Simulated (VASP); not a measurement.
Crystal: Ru.

```
CELL_PARAMETERS angstrom
2.68445 0.00000 0.00000
-1.34222 2.32480 0.00000
0.00000 0.00000 4.34880
ATOMIC_POSITIONS crystal
Ru 0.33333 0.66667 0.25000
Ru 0.66667 0.33333 0.75000
```

```yaml
Program: VASP 6.6.1
Task: relaxation of cell and atoms
Functional: PBEsol
Potentials_or_basis: VASP PAW PBE potentials, release 64 (Ru_pv)
Cutoff: 600 eV
k_mesh: 18 × 18 × 10
Occupations: fermi-dirac, width 0.05 eV
Spin: no spin polarisation
```

At the start: pressure -6.4 GPa; volume 13.57 Å³/atom.

**Question.** How do energy, volume and symmetry change on relaxing?

**Answer.** Over 6 steps the energy falls by 13.2 meV/atom and the volume is 13.32 Å³/atom (-1.9 %); space group P6_3/mmc (No. 194, to 0.05 Å).

The path:
```tsv
step	energy change (eV)	largest force (eV/Å)	pressure (GPa)	volume (Å³)
1	0.0000	0.0000	-6.38	27.14
2	0.1105	0.0000	25.49	25.05
3	-0.0232	0.0000	1.51	26.51
4	-0.0232	0.0000	1.85	26.49
5	-0.0227	0.0000	-1.86	26.79
6	-0.0265	0.0000	-0.04	26.63
```

Final structure:
```cif
data_structure
_symmetry_space_group_name_H-M 'P 1'
_symmetry_Int_Tables_number 1
_cell_length_a 2.6894
_cell_length_b 2.6894
_cell_length_c 4.2520
_cell_angle_alpha 90.000
_cell_angle_beta 90.000
_cell_angle_gamma 120.000
_cell_volume 26.63
loop_
_atom_site_label
_atom_site_type_symbol
_atom_site_fract_x
_atom_site_fract_y
_atom_site_fract_z
_atom_site_occupancy
Ru1 Ru 0.33333 0.66667 0.25000 1
Ru2 Ru 0.66667 0.33333 0.75000 1
```

Caveat: the PAW data sets were made with another functional, which shifts forces and pressure a little.
